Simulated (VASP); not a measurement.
Input of a VASP 6.6.1 run:

Contents of INCAR:

```
SYSTEM = Al6H
PREC = Accurate
ENCUT = 520
EDIFF = 1E-6
ISMEAR = 0
SIGMA = 0.1
LREAL = .False.
LASPH = .True.
NELM = 80
ALGO = Normal
ISIF = 2
LWAVE = .False.
LCHARG = .False.
LDIPOL = .True.
IDIPOL = 3
DIPOL = 0.5 0.5 0.302
GGA = PE
NBANDS = 32
```

The input KPOINTS:

```
regular mesh
0
Gamma
  6 6 1
  0 0 0
```

The input POSCAR:

```
Al6H
1.0
    5.7143028096      0.0000000000      0.0000000000
   -2.8571514048      4.9487313980      0.0000000000
    0.0000000000      0.0000000000     22.6016424636
Al H
12 2
Direct
    0.3333333333      0.1666666667      0.1769782885
    0.3333333333      0.6666666667      0.1769782885
    0.8333333333      0.1666666667      0.1769782885
    0.8333333333      0.6666666667      0.1769782885
    0.1666666667      0.3333333333      0.2787817904
    0.1666666667      0.8333333333      0.2787817904
    0.6666666667      0.3333333333      0.2787817904
    0.6666666667      0.8333333333      0.2787817904
    0.0000000000      0.0000000000      0.3805759903
    0.0000000000      0.5000000000      0.3805759903
    0.5000000000      0.0000000000      0.3805759903
    0.5000000000      0.5000000000      0.3805759903
    0.1161273068      0.2322546137      0.4429608370
    0.3838726932      0.7677453863      0.4429608370
```

Potentials or basis: VASP PAW PBE potentials, release 64 (Al, H).

Launch:

```console
$ cat potpaw_PBE.64/Al/POTCAR potpaw_PBE.64/H/POTCAR > POTCAR
$ mpirun -np 1 vasp_std > vasp.out
```

Task: Estimate the band gap on the k mesh.

Result: Zero (band 19 reaches 0.18 eV, above the bottom of band 20 at -1.03 eV).

Task: What does it give for the largest force?

Result: 0.707 eV/Å.

Forces on the atoms (eV/Å):
```
Al   0.092 -0.002 -0.140
Al   0.000  0.040 -0.024
Al  -0.092 -0.002 -0.140
Al   0.000 -0.054 -0.254
Al   0.000 -0.032  0.329
Al   0.011 -0.035  0.121
Al   0.000  0.188 -0.227
Al  -0.011 -0.035  0.121
Al   0.000  0.282  0.623
Al  -0.227 -0.084  0.194
Al   0.000 -0.125  0.500
Al   0.227 -0.084  0.194
H    0.000 -0.178 -0.601
H    0.000  0.121 -0.697
```
